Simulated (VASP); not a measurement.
Write the native input for VASP 6.6.1 that does the following.

```
Task                   : single point
Functional             : PBE
Potentials or basis    : VASP PAW PBE potentials, release 64 (Mg, O)
Cutoff                 : 520 eV
k mesh                 : 9 × 9 × 2
Occupations            : gaussian, width 0.05 eV
Spin                   : no spin polarisation
Dipole correction      : no
Further INCAR settings : ALGO = Normal; EDIFF = 1e-07; NBANDS = 36
```

The structure of MgO lies in POSCAR:

```
MgO
1.0
    2.1351500000     -2.1351500000      0.0000000000
    2.1351500000      0.0000000000     -2.1351500000
   12.0047016151     12.0047016151     12.0047016151
Mg O
6 6
Direct
    0.6666666667      0.6666666667      0.0296432468
    0.0000000000      0.0000000000      0.6225081838
    0.3333333333      0.3333333333      0.1482162342
    0.6666666667      0.6666666667      0.3853622090
    0.0000000000      0.0000000000      0.2667892216
    0.3333333333      0.3333333333      0.5039351964
    0.6666666667      0.6666666667      0.2075027279
    0.0000000000      0.0000000000      0.0889297405
    0.3333333333      0.3333333333      0.3260757153
    0.6666666667      0.6666666667      0.5632216901
    1.0000000000      1.0000000000      0.4446487027
    0.3333333333      0.3333333333      0.6817946775
```

These files were run (other wordings do the same):

INCAR

```
SYSTEM = MgO
PREC = Accurate
ENCUT = 520
EDIFF = 1E-7
ISMEAR = 0
SIGMA = 0.05
LREAL = .FALSE.
LASPH = .TRUE.
NELM = 100
ALGO = Normal
ISIF = 2
LWAVE = .FALSE.
LCHARG = .FALSE.
GGA = PE
NBANDS = 36
```

KPOINTS

```
Automatic mesh
0
G
  9 9 2
  0 0 0
```

Potentials or basis: VASP PAW PBE potentials, release 64 (Mg, O).

Run with:

```bash
$ cat potpaw_PBE.64/Mg/POTCAR potpaw_PBE.64/O/POTCAR > POTCAR
$ mpirun -np 1 vasp_std > vasp.out
```

Results of the run:

```yaml
Pressure: -1.6 GPa
Largest_force: 1.156 eV/Å
Band_gap_on_the_k_mesh: zero (band 24 reaches 1.85 eV, above the bottom of band 25 at 1.42 eV)
```

Caveat: forces of over 1 eV/Å act on the atoms, so gaps and moduli don't describe the material at rest.

Run time: 7.1 min on 1 thread of Intel(R) Xeon(R) Platinum 8488C (Sapphire Rapids), on a shared host, peak memory 0.33 GiB.
